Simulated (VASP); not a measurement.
Input of a VASP 6.6.1 run:

Contents of POSCAR:

```
Rh
1.0
    0.0000000000      1.8064725000      1.9015500000
    1.8064725000      0.0000000000      1.9015500000
    1.8064725000      1.8064725000      0.0000000000
Rh
1
Direct
    0.0000000000      0.0000000000      0.0000000000
```

INCAR.step1

```
SYSTEM = Rh
ALGO = Normal
EDIFF = 1E-4
ENCUT = 520
GGA = PE
ISMEAR = 0
LASPH = .True.
LCHARG = .False.
LREAL = .False.
LWAVE = .True.
NBANDS = 14
NELM = 80
PREC = Accurate
SIGMA = 0.15
```

The input INCAR.step2:

```
SYSTEM = Rh
ALGO = Normal
EDIFF = 1E-6
ENCUT = 520
ISIF = 2
ISMEAR = 0
ISTART = 1
LASPH = .True.
LCHARG = .True.
LELF = .True.
LMIXTAU = .True.
LREAL = .False.
LVHAR = .True.
LWAVE = .False.
METAGGA = R2SCAN
NBANDS = 14
NELM = 80
PREC = Accurate
SIGMA = 0.15
```

The input KPOINTS:

```
k-points
0
Gamma
  22 22 22
  0 0 0
```

Potentials or basis: VASP PAW PBE potentials, release 64 (Rh_pv).

Command:

```bash
$ cat potpaw_PBE.64/Rh_pv/POTCAR > POTCAR
$ cp INCAR.step1 INCAR
$ mpirun -np 1 vasp_std > vasp.out
$ cp INCAR.step2 INCAR
$ mpirun -np 1 vasp_std > vasp.out
```

(1) Predict the band gap on the k mesh.

(2) Estimate the pressure.

## Answers

(1) zero (an odd number of electrons rules out a gap without spin polarisation).

(2) 39.0 GPa.

Caveat: the cell differs from its parent crystal (strain -0.050 along x and y, +0.000 along z); the cell stands under pressure; the PAW data sets were made with another functional, which shifts forces and pressure a little.
